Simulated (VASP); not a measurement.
A run of VASP 6.6.1 is set up as follows.

The input INCAR:

```
  ALGO = Normal
  EDIFF = 1E-6
  ENCUT = 520
  GGA = PE
  ISIF = 2
  ISMEAR = 0
  LASPH = T
  LCHARG = F
  LREAL = F
  LWAVE = F
  NBANDS = 16
  NELM = 60
  PREC = Accurate
  SIGMA = 0.15
```

File KPOINTS:

```
k-points
0
Gamma
  12 12 12
```

Contents of POSCAR:

```
InSb
1.0
    0.0000000000      3.2391000000      3.1905135000
    3.2391000000      0.0000000000      3.1905135000
    3.2391000000      3.2391000000      0.0000000000
In Sb
1 1
Direct
    0.0000000000      0.0000000000      0.0000000000
    0.7500000000      0.7500000000      0.7500000000
```

Potentials or basis: VASP PAW PBE potentials, release 64 (In_d, Sb).

The run is started by

```bash
$ cat potpaw_PBE.64/In_d/POTCAR potpaw_PBE.64/Sb/POTCAR > POTCAR
$ mpirun -np 1 vasp_std > vasp.out
```

What does it give for the pressure?

3.9 GPa.

Stress tensor (GPa, compression positive):
```
3.79 0.00 0.00
0.00 3.79 0.00
0.00 0.00 4.16
```

Caveat: the cell differs from its parent crystal (strain -0.0150 x Voigt [0, 0, 1, 0, 0, 0]).
